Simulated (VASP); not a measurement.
Here is a VASP 6.6.1 calculation.

INCAR

```
ALGO = Normal ; EDIFF = 1E-7
ENCUT = 520 ; GGA = RP
ISIF = 2 ; ISMEAR = -1
LASPH = True ; LCHARG = False
LREAL = False ; LWAVE = False
NBANDS = 26 ; NELM = 60
PREC = Accurate ; SIGMA = 0.05
```

KPOINTS

```
k-points
0
Gamma
  8 8 8
```

POSCAR

```
Na3Cl2
1.0
    1.7599510000    -10.1702560000      0.0000000000
    1.7599510000     10.1702560000      0.0000000000
    0.0000000000      0.0000000000      3.5276360000
Cl Na
2 3
Direct
    0.0865980000      0.9134020000      0.5000000000
    0.9134020000      0.0865980000      0.5000000000
    0.6689890000      0.3310110000      0.0000000000
    0.3310110000      0.6689890000      0.0000000000
    0.5000000000      0.5000000000      0.0000000000
```

Potentials or basis: VASP PAW PBE potentials, release 64 (Cl, Na_pv).

Command:

```console
$ cat potpaw_PBE.64/Cl/POTCAR potpaw_PBE.64/Na_pv/POTCAR > POTCAR
$ mpirun -np 1 vasp_std > vasp.out
```

(1) Predict the pressure.

(2) Predict the band gap on the k mesh.

(3) What does it give for the largest force?

## Answers

(1) 1.3 GPa.

(2) zero (an odd number of electrons rules out a gap without spin polarisation).

(3) 0.058 eV/Å.

Caveat: the PAW data sets were made with another functional, which shifts forces and pressure a little.
